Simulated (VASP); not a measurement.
# Zn in VASP: notebook

Zn is run at these levels: LDA; tasks: single point.

All numbers are computed with VASP 6.6.1; they aren't measurements. Logs are shortened: lines on timing, memory, paths and dates and some standing lists are left out, and cuts for length are marked.

### 1 The cell of the first run

Symmetry: Im-3m, No. 229, cubic system. The conventional cell has a = 3.044 Å, b = 3.044 Å, c = 3.044 Å, α = 90.00°, β = 90.00°, γ = 90.00°. Zn (site symmetry m-3m) has 14 Zn at 2.64 to 3.04 Å within 3.5 Å.

### 2 Single point, LDA (strain -0.030 along x and y, -0.030 along z)

Input file INCAR:

```
PREC     = Accurate       # precision mode
ENCUT    = 520            # plane-wave cutoff, eV
EDIFF    = 1E-6           # SCF threshold, eV
ISMEAR   = 0              # smearing method
SIGMA    = 0.15           # smearing width, eV
LREAL    = F              # projectors in reciprocal space
LASPH    = T              # aspherical terms in the spheres
NELM     = 60             # most SCF steps
ALGO     = Fast           # electronic algorithm
ISIF     = 2              # what is computed and relaxed
LWAVE    = F              # write WAVECAR
LCHARG   = F              # write CHGCAR
NBANDS   = 12             # bands
```

Input file KPOINTS:

```
Automatic mesh
0
Gamma
  22 22 22
```

Input file POSCAR:

```
Zn
1.0
   -1.5219658900      1.5219658900      1.5219658900
    1.5219658900     -1.5219658900      1.5219658900
    1.5219658900      1.5219658900     -1.5219658900
Zn
1
Direct
    0.0000000000      0.0000000000      0.0000000000
```

Potentials or basis: VASP PAW LDA potentials, release 64 (Zn).

Run with:

```sh
$ cat potpaw_LDA.64/Zn/POTCAR > POTCAR
$ mpirun -np 1 vasp_std > vasp.out
```

OUTCAR:

```text
PREC = Accurate
   ENCUT = 520
   EDIFF = 1E-6
   ISMEAR = 0
   LREAL = F
   LASPH = T
   NELM = 60
   ISIF = 2

 ion  position               nearest neighbor table
   1  0.000  0.000  0.000-

  LATTYP: Found a body centered cubic cell.
 ALAT       =     3.0439317800

  Lattice vectors:

 A1 = (  -1.5219658900,   1.5219658900,   1.5219658900)
 A2 = (   1.5219658900,  -1.5219658900,   1.5219658900)
 A3 = (   1.5219658900,   1.5219658900,  -1.5219658900)

Analysis of symmetry for initial positions (statically):
=====================================================================
 Subroutine PRICEL returns:
 Original cell was already a primitive cell.

 Routine SETGRP: Setting up the symmetry group for a
 body centered cubic supercell.

 Subroutine GETGRP returns: Found 48 space group operations
 (whereof 48 operations were pure point group operations)
 out of a pool of 48 trial point group operations.

The static configuration has the point symmetry O_h .

Analysis of symmetry for dynamics (positions and initial velocities):
=====================================================================
 Subroutine PRICEL returns:
 Original cell was already a primitive cell.

 Routine SETGRP: Setting up the symmetry group for a
 body centered cubic supercell.

 Subroutine GETGRP returns: Found 48 space group operations
 (whereof 48 operations were pure point group operations)
 out of a pool of 48 trial point group operations.

The dynamic configuration has the point symmetry O_h .

 Subroutine INISYM returns: Found 48 space group operations
 (whereof 48 operations are pure point group operations),
 and found     1 'primitive' translations

----------------------------------------------------------------------------------------

                                     Primitive cell

  volume of cell :      14.1018

  direct lattice vectors                    reciprocal lattice vectors
    -1.521965890  1.521965890  1.521965890     0.000000000  0.328522474  0.328522474
     1.521965890 -1.521965890  1.521965890     0.328522474  0.000000000  0.328522474
     1.521965890  1.521965890 -1.521965890     0.328522474  0.328522474  0.000000000

  length of vectors
     2.636122249  2.636122249  2.636122249     0.464600939  0.464600939  0.464600939

  position of ions in fractional coordinates (direct lattice)
     0.000000000  0.000000000  0.000000000

  ion indices of the primitive-cell ions
   primitive index   ion index
                 1           1

----------------------------------------------------------------------------------------

 KPOINTS: Automatic mesh

Automatic generation of k-mesh.
 Grid dimensions read from file:
 generate k-points for:   22   22   22

 Generating k-lattice:

  Cartesian coordinates                     Fractional coordinates (reciprocal lattice)
     0.000000000  0.014932840  0.014932840     0.045454545  0.000000000  0.000000000
     0.014932840  0.000000000  0.014932840     0.000000000  0.045454545  0.000000000
     0.014932840  0.014932840  0.000000000     0.000000000  0.000000000  0.045454545

  Length of vectors
     0.021118224  0.021118224  0.021118224

  Shift w.r.t. Gamma in fractional coordinates (k-lattice)
     0.000000000  0.000000000  0.000000000

 Subroutine IBZKPT returns following result:
 ===========================================

 Found    328 irreducible k-points:

 Following reciprocal coordinates:
            Coordinates               Weight
  0.000000  0.000000  0.000000      1.000000
  0.045455  0.000000  0.000000     12.000000
  0.090909  0.000000  0.000000     12.000000
  0.136364  0.000000  0.000000     12.000000
  0.181818  0.000000  0.000000     12.000000
  0.227273  0.000000  0.000000     12.000000
[... 16 lines left out ...]
  0.090909  0.090909  0.000000     24.000000
  0.136364  0.090909 -0.000000     48.000000
 [... further k-points ...]
   k-points           NKPTS =    328   k-points in BZ     NKDIM =    328   number of bands    NBANDS=     12
   number of dos      NEDOS =    301   number of ions     NIONS =      1
   total plane-waves  NPLWV =   8000
   dimension x,y,z NGX =    20 NGY =   20 NGZ =   20
   dimension x,y,z NGXF=    40 NGYF=   40 NGZF=   40
   ions per type =               1
   NGX,Y,Z   is equivalent  to a cutoff of  12.61, 12.61, 12.61 a.u.
   NGXF,Y,Z  is equivalent  to a cutoff of  25.23, 25.23, 25.23 a.u.
 SYSTEM =  unknown system
   PREC   = accura    normal or accurate (medium, high low for compatibility)
   ISTART =      0    job   : 0-new  1-cont  2-samecut
   ICHARG =      2    charge: 1-file 2-atom 10-const
   ISPIN  =      1    spin polarized calculation?
   LNONCOLLINEAR =      F non collinear calculations
   LSORBIT =      F    spin-orbit coupling
   LASPH  =      T    aspherical Exc in radial PAW
   ENCUT  =  520.0 eV  38.22 Ry    6.18 a.u.   4.90  4.90  4.90*2*pi/ulx,y,z
   NELM   =     60;   NELMIN=  2; NELMDL= -5     # of ELM steps
   EDIFF  = 0.1E-05   stopping-criterion for ELM
   LREAL  =      F    real-space projection
   EDIFFG = 0.1E-04   stopping-criterion for IOM
   NSW    =      0    number of steps for IOM
   IBRION =     -1    ionic relax: 0-MD 1-quasi-New 2-CG
   NFREE  =      0    steps in history (QN), initial steepest desc. (CG)
   ISIF   =      2    stress and relaxation
   ISYM   =      2    0-nonsym 1-usesym 2-fastsym
   POTIM  = 0.5000    time-step for ionic-motion
   TEBEG  =    0.0;   TEEND  =   0.0 temperature during run
   PSTRESS=    0.0 pullay stress
   NELECT =      12.0000    total number of electrons
   NUPDOWN=      -1.0000    fix difference up-down
   EMIN   =  10.00;   EMAX   =-10.00  energy-range for DOS
   EFERMI =   0.00;   METHOD = LEGACY
   ISMEAR =     0;   SIGMA  =   0.15  broadening in eV -4-tet -1-fermi 0-gaus
   EFERMI_NEDOS =   21; number of points for ismear=-14 and -15
   IALGO  =     68    algorithm
   IMIX   =      4    mixing-type and parameters
     AMIX     =   0.40;   BMIX     =  1.00
     AMIX_MAG =   1.60;   BMIX_MAG =  1.00
  volume/ion in A,a.u.               =      14.10        95.16
  Fermi-wavevector in a.u.,A,eV,Ry     =   1.551352  2.931630 32.745044  2.406693
  Thomas-Fermi vector in A             =   2.655884
   LORBIT       =      0    0 simple, 1 ext, 2 COOP (PROOUT), +10 PAW based schemes
   GGA     = CA    functional components
   LHFCALC =     F    Hartree Fock is set to
   AEXX    =    0.0000 exact exchange contribution
   IVDW    =     0    specifies the selected vdW correction
   LEPSILON=     F    determine dielectric tensor
   LRPA    =     F    only Hartree local field effects (RPA)
 non-spin polarized calculation
 RMM-DIIS sequential band-by-band and
 Gauss-broadening in eV      SIGMA  =   0.15
  energy-cutoff  :      520.00
  volume of cell :       14.10
 maximum number of plane-waves:       390
   NGX =  9   NGY =  9   NGZ =  9

 number of electron      11.9999978 magnetization

 Free energy of the ion-electron system (eV)
  ---------------------------------------------------
  ext. energy  EPLUGINS =         0.00000000
  ---------------------------------------------------
  free energy    TOTEN  =        -1.77447793 eV

  energy without entropy =       -1.77029511  energy(sigma->0) =       -1.77238652

 E-fermi :   3.6378     XC(G=0): -12.3076

 val. band max:        3.6028428381   @ k =  -0.4545   0.4545   0.0455
 cond. band min:       3.6547314244   @ k =   0.3182   0.1818   0.1818
 fundamental gap:      0.0518885863
 Fermi energy:         3.6377831666

 k-point     1 :       0.0000    0.0000    0.0000
  band No.  band energies     occupation
      1      -7.5536      2.00000
      2      -4.5595      2.00000
      3      -4.5595      2.00000
      4      -4.5595      2.00000
      5      -3.9673      2.00000
      6      -3.9673      2.00000
      7      23.8276      0.00000
      8      23.8276      0.00000
      9      23.8276      0.00000
     10      25.1931      0.00000
     11      25.1931      0.00000
     12      25.1931      0.00000

 k-point     2 :       0.0455    0.0000    0.0000
  band No.  band energies     occupation
      1      -7.4840      2.00000
      2      -4.5668      2.00000
      3      -4.5580      2.00000
      4      -4.5414      2.00000
      5      -3.9744      2.00000
      6      -3.9668      2.00000
      7      22.6846      0.00000
      8      23.2195      0.00000
      9      23.4700      0.00000
     10      24.4611      0.00000
     11      24.6370      0.00000
     12      25.0179      0.00000

 k-point     3 :       0.0909    0.0000    0.0000
  band No.  band energies     occupation
      1      -7.2771      2.00000
      2      -4.5882      2.00000
      3      -4.5532      2.00000
      4      -4.4883      2.00000
      5      -3.9935      2.00000
      6      -3.9654      2.00000
      7      20.3427      0.00000
      8      22.0620      0.00000
      9      22.5404      0.00000
     10      23.7307      0.00000
     11      23.9177      0.00000
     12      25.0829      0.00000

 k-point     4 :       0.1364    0.0000    0.0000
  band No.  band energies     occupation
      1      -6.9402      2.00000
      2      -4.6219      2.00000
      3      -4.5426      2.00000
      4      -4.4033      2.00000
      5      -4.0179      2.00000
      6      -3.9630      2.00000
      7      17.8946      0.00000
      8      20.8457      0.00000
      9      21.4695      0.00000
     10      22.8650      0.00000
     11      23.4028      0.00000
     12      25.4268      0.00000

 k-point     5 :       0.1818    0.0000    0.0000
  band No.  band energies     occupation
      1      -6.4927      2.00000
      2      -4.6650      2.00000
      3      -4.5127      2.00000
      4      -4.2921      2.00000
      5      -4.0391      2.00000
      6      -3.9594      2.00000
      7      15.5003      0.00000
      8      19.6908      0.00000
      9      20.4447      0.00000
     10      22.0970      0.00000
     11      22.9234      0.00000
     12      25.9598      0.00000
[... 228 lines left out ...]
      1      -5.3045      2.00000
      2      -4.8957      2.00000
      3      -4.0101      2.00000
      4      -3.9412      2.00000
      5      -3.6535      2.00000
      6      -0.7184      2.00000
      7       4.3517      0.00000
      8      15.1191      0.00000
      9      16.5525      0.00000
     10      20.3808      0.00000
     11      22.0438      0.00000
     12      30.6652      0.00000

 k-point    22 :       0.4545    0.0455    0.0000
  band No.  band energies     occupation
      1      -5.3159      2.00000
      2      -4.9096      2.00000
      3      -4.0019      2.00000
      4      -3.9398      2.00000
      5      -3.6078      2.00000
      6       0.3876      2.00000
      7       2.9722      2.00000
      8      14.9424      0.00000
      9      16.4011      0.00000
     10      20.2809      0.00000
     11      21.9808      0.00000
     12      31.7368      0.00000

 k-point    23 :       0.0909    0.0909    0.0000
  band No.  band energies     occupation
      1      -6.7426      2.00000
      2      -4.6155      2.00000
      3      -4.5834      2.00000
      4      -4.3310      2.00000
      5      -4.0365      2.00000
      6      -3.9536      2.00000
      7      17.9682      0.00000
      8      18.1093      0.00000
      9      20.5240      0.00000
     10      23.7722      0.00000
     11      24.1943      0.00000
     12      25.6950      0.00000

 k-point    24 :       0.1364    0.0909   -0.0000
  band No.  band energies     occupation
      1      -6.3057      2.00000
      2      -4.6500      2.00000
      3      -4.5840      2.00000
      4      -4.1956      2.00000
      5      -4.0595      2.00000
      6      -3.9399      2.00000
      7      15.6611      0.00000
      8      17.0337      0.00000
      9      19.5478      0.00000
     10      23.2895      0.00000
     11      24.3723      0.00000
     12      25.8523      0.00000

 [... further k-points ...]

------------------------ aborting loop because EDIFF is reached ----------------------------------------

  FORCE on cell =-STRESS in cart. coord.  units (eV):
  Direction    XX          YY          ZZ          XY          YZ          ZX
  --------------------------------------------------------------------------------------
  -------------------------------------------------------------------------------------
  Total       -0.1717637     -0.1717637     -0.1717637      0.0000000      0.0000000      0.0000000
  in kB      -19.5149377    -19.5149377    -19.5149377      0.0000000      0.0000000      0.0000000
  external PRESSURE =     -19.5149377 kB  Pullay stress =       0.0000000 kB

 VOLUME and BASIS-vectors are now :
 -----------------------------------------------------------------------------
  energy-cutoff  :      520.00
  volume of cell :       14.10
      direct lattice vectors                 reciprocal lattice vectors
    -1.521965890  1.521965890  1.521965890     0.000000000  0.328522474  0.328522474
     1.521965890 -1.521965890  1.521965890     0.328522474  0.000000000  0.328522474
     1.521965890  1.521965890 -1.521965890     0.328522474  0.328522474  0.000000000

 POSITION                                       TOTAL-FORCE (eV/Angst)
 -----------------------------------------------------------------------------------
      0.00000      0.00000      0.00000         0.000000      0.000000      0.000000
 -----------------------------------------------------------------------------------
    total drift:                                0.000000     -0.000000      0.000000

  FREE ENERGIE OF THE ION-ELECTRON SYSTEM (eV)
  ---------------------------------------------------
  free  energy   TOTEN  =        -1.7744779298 eV

  energy  without entropy=       -1.7702951131  energy(sigma->0) =       -1.77238652
```

Run time: 25 s. Hardware: 1 thread of AMD EPYC 9R14 (Zen 4), shared host; peak memory 0.13 GiB.

What came out:

```yaml
Free_energy: -1.7745 eV
Pressure: -2.0 GPa
Band_gap_on_the_k_mesh: zero (band 6 reaches 7.83 eV, above the bottom of band 7 at 2.67 eV)
```

Levels at points of the mesh, in eV from the Fermi level:
| k point | band 4 | band 5 | band 6 | band 7 | band 8 | band 9 |
| --- | --- | --- | --- | --- | --- | --- |
| (0.00, 0.00, 0.00) | -8.20 | -7.61 | -7.61 | 20.19 | 20.19 | 20.19 |
| (0.50, 0.00, 0.00) | -7.57 | -7.21 | -3.10 | -0.97 | 11.81 | 13.19 |
| (0.50, 0.50, 0.50) | -7.31 | -7.31 | 4.19 | 4.19 | 4.19 | 8.29 |

Caveat: the cell differs from its parent crystal (strain -0.030 along x and y, -0.030 along z).

### 3 Single point, LDA (strain +0.030 along x and y, +0.030 along z)

Input file INCAR:

```
SYSTEM = Zn
ALGO = Normal
EDIFF = 1E-6
ENCUT = 520
GGA = CA
ISIF = 2
ISMEAR = 0
LASPH = .True.
LCHARG = .False.
LREAL = .False.
LWAVE = .False.
NBANDS = 12
NELM = 60
PREC = Accurate
SIGMA = 0.15
```

Input file KPOINTS:

```
k-points
0
Gamma
  22 22 22
  0 0 0
```

Input file POSCAR:

```
Zn
1.0
   -1.6161081100      1.6161081100      1.6161081100
    1.6161081100     -1.6161081100      1.6161081100
    1.6161081100      1.6161081100     -1.6161081100
Zn
1
Direct
    0.0000000000      0.0000000000      0.0000000000
```

Potentials or basis: VASP PAW LDA potentials, release 64 (Zn).

Run with:

```sh
$ cat potpaw_LDA.64/Zn/POTCAR > POTCAR
$ mpirun -np 1 vasp_std > vasp.out
```

Run time: 32 s. Hardware: 1 thread of AMD EPYC 9R14 (Zen 4), shared host; peak memory 0.14 GiB.

The run converged. Its results:

```
Free energy            : -1.6446 eV
Pressure               : -11.0 GPa
Band gap on the k mesh : zero (band 6 reaches 6.22 eV, above the bottom of band 7 at 1.03 eV)
```

Levels at points of the mesh, in eV from the Fermi level:
| k point | band 3 | band 4 | band 5 | band 6 | band 7 | band 8 | band 9 | band 10 |
| --- | --- | --- | --- | --- | --- | --- | --- | --- |
| (0.00, 0.00, 0.00) | -7.54 | -7.54 | -7.11 | -7.11 | 17.40 | 17.40 | 17.40 | 20.15 |
| (0.50, 0.00, 0.00) | -7.13 | -7.08 | -6.83 | -2.20 | -1.14 | 10.50 | 12.10 | 14.68 |
| (0.50, 0.50, 0.50) | -6.89 | -6.89 | -6.89 | 4.05 | 4.05 | 4.05 | 6.34 | 8.41 |

Caveat: the cell differs from its parent crystal (strain +0.030 along x and y, +0.030 along z).

(Part 1 of 2 ends here.)
